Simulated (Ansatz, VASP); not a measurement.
SnSe2 in VASP and in Ansatz

File INCAR:

```
SYSTEM = SnSe2
  PREC = Accurate
  ENCUT = 520
  EDIFF = 1E-6
  ISMEAR = 0
  SIGMA = 0.05
  LREAL = .False.
  LASPH = .True.
  NELM = 100
  ALGO = Normal
  ISIF = 2
  LWAVE = .False.
  LCHARG = .False.
  GGA = PE
  NBANDS = 20
```

KPOINTS

```
Automatic mesh
0
Gamma
  12 12 4
  0 0 0
```

The input POSCAR:

```
SnSe2
1.0
    3.8717468171      0.0000000000      0.0000000000
   -1.9358734086      3.3530311007      0.0000000000
    0.0000000000      0.0000000000      6.9880221146
Sn Se
1 2
Direct
    0.0000000000      0.0000000000      0.0000000000
    0.3333333333      0.6666666667      0.2281493097
    0.6666666667      0.3333333333      0.7718506903
```

Input for Ansatz:

```yaml
crystal:
  lattice:
    - [3.8717468171, 0.0, 0.0]
    - [-1.9358734086, 3.3530311007, 0.0]
    - [0.0, 0.0, 6.9880221146]
  atoms:
    - { symbol: Sn, position: [0.0, 0.0, 0.0] }
    - { symbol: Se, position: [0.3333333333, 0.6666666667, 0.2281493097] }
    - { symbol: Se, position: [0.6666666667, 0.3333333333, 0.7718506903] }
basis:
  ecutwfc: 420
kpoints:
  mp_grid: { grid: [12, 12, 4] }
hamiltonian:
  xc: pbe
scf:
  occupations: { method: gaussian, width: 0.05 }
output:
  forces: true
  stress: true
  eigenvalues: true
```

Alike in both runs: task single point; functional PBE; k mesh 12 × 12 × 4; occupations gaussian, width 0.05 eV; no spin polarisation.

|  | VASP | Ansatz |
| --- | --- | --- |
| version | VASP 6.6.1 | Ansatz 0.2.0 |
| potentials or method | VASP PAW PBE potentials, release 64 (Sn_d, Se), cutoff 520 eV | scalar-relativistic, plane waves, PAW |
| valence electrons in the cell | 26 | 46 |

VASP gave:

* gap on the k mesh at the Fermi level (eV): 0.70
* least direct gap on the mesh (eV): 1.08
* pressure (GPa): 0.1
* rms of the force components (eV/Å): 0.007

Question: What did Ansatz give for the same quantities?

Answer: gap on the k mesh at the Fermi level (eV): 0.70; least direct gap on the mesh (eV): 1.08; pressure (GPa): 0.0; rms of the force components (eV/Å): 0.002.

Atom by atom the forces differ by 0.006 eV/Å (rms over components). VASP's potentials hold 26 valence electrons a cell and Ansatz's 46, so a difference there can come from the potentials and not from the codes.
